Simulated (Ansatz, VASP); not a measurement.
**Al3GaN4: VASP beside Ansatz**

```xyz
8
Lattice="4.5833 0.0000 0.0000 0.0000 4.5833 0.0000 0.0000 0.0000 4.2307" Properties=species:S:1:pos:R:3 pbc="T T T"
Al    2.2916    2.2916    0.0000
Al    2.2916    0.0000    2.1154
Al    0.0000    2.2916    2.1154
Ga    0.0000    0.0000    0.0000
N     3.4132    3.4132    1.0801
N     3.4132    1.1701    3.1506
N     1.1701    3.4132    3.1506
N     1.1701    1.1701    1.0801
```

Change from the starting cell: strain +0.040 along x and y, -0.040 along z, atoms carried along.

Alike in both runs: task single point; functional PBEsol; k mesh 6 × 6 × 6; occupations gaussian, width 0.05 eV; no spin polarisation.

```csv
,VASP,Ansatz
version,VASP 6.6.1,Ansatz 0.2.0
potentials or method,"VASP PAW PBE potentials, release 64 (Al, Ga_d, N), cutoff 520 eV","scalar-relativistic, plane waves, PAW"
valence electrons in the cell,42,42
```

VASP gave:

| Property | Result |
| --- | --- |
| gap on the k mesh at the Fermi level (eV) | 2.89 |
| least direct gap on the mesh (eV) | 2.89 |
| pressure (GPa) | -7.5 |
| traceless stress, the component that is largest in VASP (GPa) | 5.64 |
| rms of the force components (eV/Å) | 0.034 |

Q: Estimate Ansatz's values.

A: gap on the k mesh at the Fermi level (eV): 2.90; least direct gap on the mesh (eV): 2.90; pressure (GPa): -7.3; traceless stress, the component that is largest in VASP (GPa): 5.63; rms of the force components (eV/Å): 0.033.

VASP's potentials were made for PBE, not for PBEsol. Atom by atom the forces differ by 0.001 eV/Å (rms over components).
